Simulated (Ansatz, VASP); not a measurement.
GaP in VASP and in Ansatz

```
Ga P
1.0
     0.00000    2.71912    2.71912
     2.71912    0.00000    2.71912
     2.71912    2.71912    0.00000
Ga P
1 1
Direct
  0.00000 0.00000 0.00000
  0.25000 0.25000 0.25000
```

Alike in both runs: functional PBEsol; k mesh 8 × 8 × 8; occupations gaussian, width 0.02 eV; no spin polarisation.

Ansatz relaxed the structure, and its values are those at the end. VASP's run is a single point on that final structure, the one shown.

|  | VASP | Ansatz |
| --- | --- | --- |
| version | VASP 6.6.1 | Ansatz 0.2.0 |
| potentials or method | VASP PAW PBE potentials, release 64 (Ga_d, P), cutoff 500 eV | scalar-relativistic, plane waves, PAW |
| valence electrons in the cell | 18 | 18 |

```csv
,VASP,Ansatz,Ansatz less VASP
gap on the k mesh at the Fermi level (eV),1.50,1.50,-0.003
least direct gap on the mesh (eV),1.81,1.80,-0.007
pressure (GPa),-0.1,0.0,+0.10
```

VASP's potentials were made for PBE, not for PBEsol.
